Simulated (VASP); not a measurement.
# RbBr (Fm-3m) in VASP: further runs

The runs below take RbBr through single point, relaxation of cell and atoms, with r2SCAN.

Everything below comes from runs of VASP 6.6.1. Logs are shortened: lines on timing, memory, paths and dates and some standing lists are left out, and cuts for length are marked.

## Step 1: The cell of the first run

It takes space group Fm-3m (No. 225, cubic). Conventional cell: a = 5.777 Å, b = 5.777 Å, c = 5.777 Å, α = 90.00°, β = 90.00°, γ = 90.00°. Rb (site symmetry m-3m) has 6 Br at 2.89 Å within 3.8 Å. Br (site symmetry m-3m) has 6 Rb at 2.89 Å within 3.8 Å.

## Step 2: Single point, r2SCAN

File POSCAR:

```
RbBr
1.0
    0.0000000000      2.8884302942      2.8884302942
    2.8884302942      0.0000000000      2.8884302942
    2.8884302942      2.8884302942      0.0000000000
Rb Br
1 1
Direct
    0.0000000000      0.0000000000      0.0000000000
    0.5000000000      0.5000000000      0.5000000000
```

File INCAR.step1:

```
SYSTEM = RbBr
ALGO = Normal
EDIFF = 1E-4
ENCUT = 520
GGA = PE
ISMEAR = 0
LASPH = .True.
LCHARG = .False.
LREAL = .False.
LWAVE = .True.
NBANDS = 15
NELM = 80
PREC = Accurate
SIGMA = 0.01
```

File INCAR.step2:

```
SYSTEM = RbBr
ALGO = Normal
EDIFF = 1E-7
ENCUT = 520
ISIF = 2
ISMEAR = 0
ISTART = 1
LASPH = .True.
LCHARG = .True.
LELF = .True.
LMIXTAU = .True.
LREAL = .False.
LVHAR = .True.
LWAVE = .False.
METAGGA = R2SCAN
NBANDS = 15
NELM = 80
PREC = Accurate
SIGMA = 0.01
```

File KPOINTS:

```
k-points
0
Gamma
  6 6 6
  0 0 0
```

Potentials or basis: VASP PAW PBE potentials, release 64 (Rb_sv, Br).

On the command line:

```
> cat potpaw_PBE.64/Rb_sv/POTCAR potpaw_PBE.64/Br/POTCAR > POTCAR
> cp INCAR.step1 INCAR
> mpirun -np 1 vasp_std > vasp.out
> cp INCAR.step2 INCAR
> mpirun -np 1 vasp_std > vasp.out
```

OUTCAR:

```text
SYSTEM = RbBr
   EDIFF = 1E-7
   ENCUT = 520
   ISIF = 2
   ISMEAR = 0
   ISTART = 1
   LASPH = .True.
   LREAL = .False.
   METAGGA = R2SCAN
   NELM = 80
   PREC = Accurate

 ion  position               nearest neighbor table
   1  0.000  0.000  0.000-   2 2.89   2 2.89   2 2.89   2 2.89   2 2.89   2 2.89
   2  0.500  0.500  0.500-   1 2.89   1 2.89   1 2.89   1 2.89   1 2.89   1 2.89

  LATTYP: Found a face centered cubic cell.
 ALAT       =     5.7768605884

  Lattice vectors:

 A1 = (   0.0000000000,   2.8884302942,   2.8884302942)
 A2 = (   2.8884302942,   0.0000000000,   2.8884302942)
 A3 = (   2.8884302942,   2.8884302942,   0.0000000000)

Analysis of symmetry for initial positions (statically):
=====================================================================
 Subroutine PRICEL returns:
 Original cell was already a primitive cell.

 Routine SETGRP: Setting up the symmetry group for a
 face centered cubic supercell.

 Subroutine GETGRP returns: Found 48 space group operations
 (whereof 48 operations were pure point group operations)
 out of a pool of 48 trial point group operations.

The static configuration has the point symmetry O_h .

Analysis of symmetry for dynamics (positions and initial velocities):
=====================================================================
 Subroutine PRICEL returns:
 Original cell was already a primitive cell.

 Routine SETGRP: Setting up the symmetry group for a
 face centered cubic supercell.

 Subroutine GETGRP returns: Found 48 space group operations
 (whereof 48 operations were pure point group operations)
 out of a pool of 48 trial point group operations.

The dynamic configuration has the point symmetry O_h .

 Subroutine INISYM returns: Found 48 space group operations
 (whereof 48 operations are pure point group operations),
 and found     1 'primitive' translations

----------------------------------------------------------------------------------------

                                     Primitive cell

  volume of cell :      48.1965

  direct lattice vectors                    reciprocal lattice vectors
     0.000000000  2.888430294  2.888430294    -0.173104402  0.173104402  0.173104402
     2.888430294  0.000000000  2.888430294     0.173104402 -0.173104402  0.173104402
     2.888430294  2.888430294  0.000000000     0.173104402  0.173104402 -0.173104402

  length of vectors
     4.084857296  4.084857296  4.084857296     0.299825620  0.299825620  0.299825620

  position of ions in fractional coordinates (direct lattice)
     0.000000000  0.000000000  0.000000000
     0.500000000  0.500000000  0.500000000

  ion indices of the primitive-cell ions
   primitive index   ion index
                 1           1
                 2           2

----------------------------------------------------------------------------------------

 KPOINTS: k-points

Automatic generation of k-mesh.
 Grid dimensions read from file:
 generate k-points for:    6    6    6

 Generating k-lattice:

  Cartesian coordinates                     Fractional coordinates (reciprocal lattice)
    -0.028850734  0.028850734  0.028850734     0.166666667  0.000000000  0.000000000
     0.028850734 -0.028850734  0.028850734     0.000000000  0.166666667  0.000000000
     0.028850734  0.028850734 -0.028850734     0.000000000  0.000000000  0.166666667

  Length of vectors
     0.049970937  0.049970937  0.049970937

  Shift w.r.t. Gamma in fractional coordinates (k-lattice)
     0.000000000  0.000000000  0.000000000

 Subroutine IBZKPT returns following result:
 ===========================================

 Found     16 irreducible k-points:

 Following reciprocal coordinates:
            Coordinates               Weight
  0.000000  0.000000  0.000000      1.000000
  0.166667  0.000000  0.000000      8.000000
  0.333333  0.000000  0.000000      8.000000
  0.500000  0.000000  0.000000      4.000000
  0.166667  0.166667  0.000000      6.000000
  0.333333  0.166667  0.000000     24.000000
[... 8 lines left out ...]
 -0.333333  0.333333  0.166667     24.000000
 -0.333333  0.500000  0.166667     12.000000
   k-points           NKPTS =     16   k-points in BZ     NKDIM =     16   number of bands    NBANDS=     15
   number of dos      NEDOS =    301   number of ions     NIONS =      2
   total plane-waves  NPLWV =  27000
   dimension x,y,z NGX =    30 NGY =   30 NGZ =   30
   dimension x,y,z NGXF=    60 NGYF=   60 NGZF=   60
   ions per type =               1   1
   NGX,Y,Z   is equivalent  to a cutoff of  12.21, 12.21, 12.21 a.u.
   NGXF,Y,Z  is equivalent  to a cutoff of  24.42, 24.42, 24.42 a.u.
 SYSTEM =  RbBr
   PREC   = accura    normal or accurate (medium, high low for compatibility)
   ISTART =      1    job   : 0-new  1-cont  2-samecut
   ICHARG =      0    charge: 1-file 2-atom 10-const
   ISPIN  =      1    spin polarized calculation?
   LNONCOLLINEAR =      F non collinear calculations
   LSORBIT =      F    spin-orbit coupling
   LASPH  =      T    aspherical Exc in radial PAW
   ENCUT  =  520.0 eV  38.22 Ry    6.18 a.u.   7.60  7.60  7.60*2*pi/ulx,y,z
   NELM   =     80;   NELMIN=  2; NELMDL=  0     # of ELM steps
   EDIFF  = 0.1E-06   stopping-criterion for ELM
   LREAL  =      F    real-space projection
   EDIFFG = 0.1E-05   stopping-criterion for IOM
   NSW    =      0    number of steps for IOM
   IBRION =     -1    ionic relax: 0-MD 1-quasi-New 2-CG
   NFREE  =      0    steps in history (QN), initial steepest desc. (CG)
   ISIF   =      2    stress and relaxation
   ISYM   =      2    0-nonsym 1-usesym 2-fastsym
   POTIM  = 0.5000    time-step for ionic-motion
   TEBEG  =    0.0;   TEEND  =   0.0 temperature during run
   PSTRESS=    0.0 pullay stress
   NELECT =      16.0000    total number of electrons
   NUPDOWN=      -1.0000    fix difference up-down
   EMIN   =  10.00;   EMAX   =-10.00  energy-range for DOS
   EFERMI =   0.00;   METHOD = LEGACY
   ISMEAR =     0;   SIGMA  =   0.01  broadening in eV -4-tet -1-fermi 0-gaus
   EFERMI_NEDOS =   21; number of points for ismear=-14 and -15
   IALGO  =     38    algorithm
   IMIX   =      4    mixing-type and parameters
     AMIX     =   0.40;   BMIX     =  1.00
     AMIX_MAG =   1.60;   BMIX_MAG =  1.00
  volume/ion in A,a.u.               =      24.10       162.62
  Fermi-wavevector in a.u.,A,eV,Ry     =   1.133556  2.142110 17.482792  1.284949
  Thomas-Fermi vector in A             =   2.270259
   LORBIT       =      0    0 simple, 1 ext, 2 COOP (PROOUT), +10 PAW based schemes
   METAGGA = R2SCAN    functional components
   LHFCALC =     F    Hartree Fock is set to
   AEXX    =    0.0000 exact exchange contribution
   IVDW    =     0    specifies the selected vdW correction
   LEPSILON=     F    determine dielectric tensor
   LRPA    =     F    only Hartree local field effects (RPA)
 non-spin polarized calculation
 Gauss-broadening in eV      SIGMA  =   0.01
  energy-cutoff  :      520.00
  volume of cell :       48.20
 maximum number of plane-waves:      1313
   NGX = 15   NGY = 15   NGZ = 15

 number of electron      15.9999997 magnetization

 Free energy of the ion-electron system (eV)
  ---------------------------------------------------
  ext. energy  EPLUGINS =         0.00000000
  ---------------------------------------------------
  free energy    TOTEN  =       -29.22969925 eV

  energy without entropy =      -29.22969925  energy(sigma->0) =      -29.22969925

 E-fermi :   0.9281     XC(G=0): -10.0369

 val. band max:        0.8304422230   @ k =   0.5000   0.5000   0.0000
 cond. band min:       5.5406396364   @ k =   0.5000   0.5000   0.0000
 fundamental gap:      4.7101974134
 Fermi energy:         0.9280538855

 k-point     1 :       0.0000    0.0000    0.0000
  band No.  band energies     occupation
      1     -23.9054      2.00000
      2     -12.6463      2.00000
      3      -7.4186      2.00000
      4      -7.4186      2.00000
      5      -7.4186      2.00000
      6       0.7996      2.00000
      7       0.7996      2.00000
      8       0.7996      2.00000
      9       7.6904      0.00000
     10       8.1585      0.00000
     11       8.1585      0.00000
     12       8.1585      0.00000
     13       9.7003      0.00000
     14       9.7003      0.00000
     15      12.9896      0.00000

 k-point     2 :       0.1667    0.0000    0.0000
  band No.  band energies     occupation
      1     -23.8707      2.00000
      2     -12.7975      2.00000
      3      -7.4147      2.00000
      4      -7.4147      2.00000
      5      -7.2615      2.00000
      6       0.1097      2.00000
      7       0.4383      2.00000
      8       0.4383      2.00000
      9       8.0065      0.00000
     10       8.7175      0.00000
     11       8.7175      0.00000
     12       8.8457      0.00000
     13      10.6565      0.00000
     14      10.6565      0.00000
     15      14.6119      0.00000

 k-point     3 :       0.3333    0.0000    0.0000
  band No.  band energies     occupation
      1     -23.7999      2.00000
      2     -13.0837      2.00000
      3      -7.4045      2.00000
      4      -7.4045      2.00000
      5      -6.9490      2.00000
      6      -0.9856      2.00000
      7      -0.1758      2.00000
      8      -0.1758      2.00000
      9       8.4424      0.00000
     10      10.2949      0.00000
     11      10.2949      0.00000
     12      10.6735      0.00000
     13      12.9439      0.00000
     14      12.9439      0.00000
     15      16.5016      0.00000
[... 199 lines left out ...]
 k-point    15 :      -0.3333    0.3333    0.1667
  band No.  band energies     occupation
      1     -23.7371      2.00000
      2     -12.9383      2.00000
      3      -8.0467      2.00000
      4      -7.9588      2.00000
      5      -7.1269      2.00000
      6      -0.6820      2.00000
      7       0.2686      2.00000
      8       0.3920      2.00000
      9       8.5906      0.00000
     10       8.8071      0.00000
     11      12.4662      0.00000
     12      12.5759      0.00000
     13      13.3835      0.00000
     14      14.8061      0.00000
     15      15.4711      0.00000

 k-point    16 :      -0.3333    0.5000    0.1667
  band No.  band energies     occupation
      1     -23.7292      2.00000
      2     -12.7807      2.00000
      3      -8.3968      2.00000
      4      -8.0541      2.00000
      5      -7.3331      2.00000
      6      -0.2132      2.00000
      7       0.6370      2.00000
      8       0.6862      2.00000
      9       6.9172      0.00000
     10      10.1984      0.00000
     11      11.6591      0.00000
     12      12.7607      0.00000
     13      13.9001      0.00000
     14      14.3230      0.00000
     15      15.9026      0.00000

------------------------ aborting loop because EDIFF is reached ----------------------------------------

  FORCE on cell =-STRESS in cart. coord.  units (eV):
  Direction    XX          YY          ZZ          XY          YZ          ZX
  --------------------------------------------------------------------------------------
  -------------------------------------------------------------------------------------
  Total        9.0997314      9.0997314      9.0997314     -0.0000000     -0.0000000      0.0000000
  in kB      302.4986812    302.4986812    302.4986812     -0.0000000     -0.0000000      0.0000000
  external PRESSURE =     302.4986812 kB  Pullay stress =       0.0000000 kB

 VOLUME and BASIS-vectors are now :
 -----------------------------------------------------------------------------
  energy-cutoff  :      520.00
  volume of cell :       48.20
      direct lattice vectors                 reciprocal lattice vectors
     0.000000000  2.888430294  2.888430294    -0.173104402  0.173104402  0.173104402
     2.888430294  0.000000000  2.888430294     0.173104402 -0.173104402  0.173104402
     2.888430294  2.888430294  0.000000000     0.173104402  0.173104402 -0.173104402

 POSITION                                       TOTAL-FORCE (eV/Angst)
 -----------------------------------------------------------------------------------
      0.00000      0.00000      0.00000        -0.000000     -0.000000     -0.000000
      2.88843      2.88843      2.88843         0.000000      0.000000      0.000000
 -----------------------------------------------------------------------------------
    total drift:                               -0.000000      0.000000      0.000000

  FREE ENERGIE OF THE ION-ELECTRON SYSTEM (eV)
  ---------------------------------------------------
  free  energy   TOTEN  =       -29.2296992471 eV

  energy  without entropy=      -29.2296992471  energy(sigma->0) =      -29.22969925
```

Wall time 39 s (1 thread of Intel Xeon Platinum 8488C (Sapphire Rapids), shared host); peak memory 0.17 GiB.

What came out:

```yaml
Free_energy: -29.2297 eV
Pressure: 30.2 GPa
Band_gap_on_the_k_mesh: 4.71 eV
```

Levels at points of the mesh, in eV from the valence-band top:
```tsv
k point	band 5	band 6	band 7	band 8	band 9	band 10	band 11	band 12
(0.00, 0.00, 0.00)	-8.25	-0.03	-0.03	-0.03	6.86	7.33	7.33	7.33
(0.50, 0.00, 0.00)	-7.62	-2.29	-1.28	-1.28	8.44	9.79	11.46	11.46
(0.50, 0.50, 0.00)	-8.70	-0.15	0.00	0.00	4.71	10.40	10.58	12.60
```

Caveat: the cell stands under pressure; the PAW data sets were made with another functional, which shifts forces and pressure a little. A k mesh can miss the band edges.

## Step 3: Relaxation of cell and atoms, r2SCAN, target pressure 30 GPa, at which the enthalpy is minimised

This run uses another cell than the first one, of 41.48 Å³/atom.

File POSCAR:

```
RbBr
1.0
    0.0000000000      3.4617342116      3.4617342116
    3.4617342116      0.0000000000      3.4617342116
    3.4617342116      3.4617342116      0.0000000000
Rb Br
1 1
Direct
    0.0000000000      0.0000000000      0.0000000000
    0.5000000000      0.5000000000      0.5000000000
```

File INCAR.step1:

```
  ALGO = Normal
  EDIFF = 1E-4
  ENCUT = 600
  GGA = PE
  ISMEAR = 0
  LASPH = T
  LCHARG = F
  LREAL = F
  LWAVE = T
  NELM = 80
  PREC = Accurate
  SIGMA = 0.01
```

File INCAR.step2:

```
  ALGO = Normal
  EDIFF = 1E-6
  EDIFFG = -0.002
  ENCUT = 600
  IBRION = 2
  ISIF = 3
  ISMEAR = 0
  ISTART = 1
  LASPH = T
  LCHARG = F
  LMIXTAU = T
  LREAL = F
  LWAVE = F
  METAGGA = R2SCAN
  NELM = 80
  NSW = 100
  PREC = Accurate
  PSTRESS = 300.0
  SIGMA = 0.01
```

File KPOINTS:

```
k-points
0
Gamma
  6 6 6
```

Potentials or basis: VASP PAW PBE potentials, release 64 (Rb_sv, Br).

On the command line:

```
> cat potpaw_PBE.64/Rb_sv/POTCAR potpaw_PBE.64/Br/POTCAR > POTCAR
> cp INCAR.step1 INCAR
> mpirun -np 1 vasp_std > vasp.out
> cp INCAR.step2 INCAR
> mpirun -np 1 vasp_std > vasp.out
```

It took 9.3 min on 1 thread of Intel Xeon Platinum 8488C (Sapphire Rapids), shared host; peak memory 0.29 GiB.

The run converged. Its results:

- Free energy: -29.2509 eV
- Relaxed volume: 24.15 Å³/atom
- Relaxed cell: a = 4.088 Å, b = 4.088 Å, c = 4.088 Å, α = 60.00°, β = 60.00°, γ = 60.00°
- Space group after relaxing (to 0.1 Å): Fm-3m (No. 225)
- Energy change on relaxing (the run minimises the enthalpy): +952.6 meV/atom
- Ionic steps: 20
- Pressure after relaxing: 30.0 GPa
- Band gap on the k mesh: 4.72 eV

The path:
```tsv
step	energy change (eV)	largest force (eV/Å)	pressure (GPa)	volume (Å³)
1	0.0000	0.0000	0.03	82.97
2	28.0528	0.0000	450.88	20.32
3	0.7246	0.0000	13.13	57.55
4	1.2432	0.0000	20.56	52.54
5	1.9828	0.0000	31.01	47.89
6	1.8731	0.0000	29.54	48.47
7	1.8738	0.0000	29.53	48.46
8	1.8759	0.0000	29.59	48.45
9	1.8759	0.0000	29.58	48.45
10	1.8759	0.0000	29.58	48.45
11	1.8760	0.0000	29.58	48.45
12	1.8761	0.0000	29.58	48.45
13	1.8764	0.0000	29.58	48.45
14	1.8769	0.0000	29.58	48.45
15	1.8780	0.0000	29.58	48.44
16	1.8801	0.0000	29.64	48.43
17	1.8844	0.0000	29.69	48.41
18	1.8929	0.0000	29.83	48.36
19	1.9100	0.0000	30.06	48.27
20	1.9052	0.0000	30.00	48.29
```

Final structure:
```xyz
2
Lattice="0.0000 2.8904 2.8904 2.8904 0.0000 2.8904 2.8904 2.8904 0.0000" Properties=species:S:1:pos:R:3 pbc="T T T"
Rb    0.0000    0.0000    0.0000
Br    2.8904    2.8904    2.8904
```

Levels at points of the mesh, in eV from the valence-band top:
```csv
k point,band 6,band 7,band 8,band 9,band 10,band 11
"(0.00, 0.00, 0.00)",-0.03,-0.03,-0.03,6.85,7.34,7.34
"(0.50, 0.00, 0.00)",-2.28,-1.27,-1.27,8.44,9.79,11.46
"(0.50, 0.50, 0.00)",-0.15,0.00,0.00,4.72,10.39,10.58
```

Caveat: the cell is relaxed towards a set pressure, so the run minimises the enthalpy, not the energy; the volume moved by over 15 % at a fixed basis, so the end points are rough; the PAW data sets were made with another functional, which shifts forces and pressure a little. A k mesh can miss the band edges.
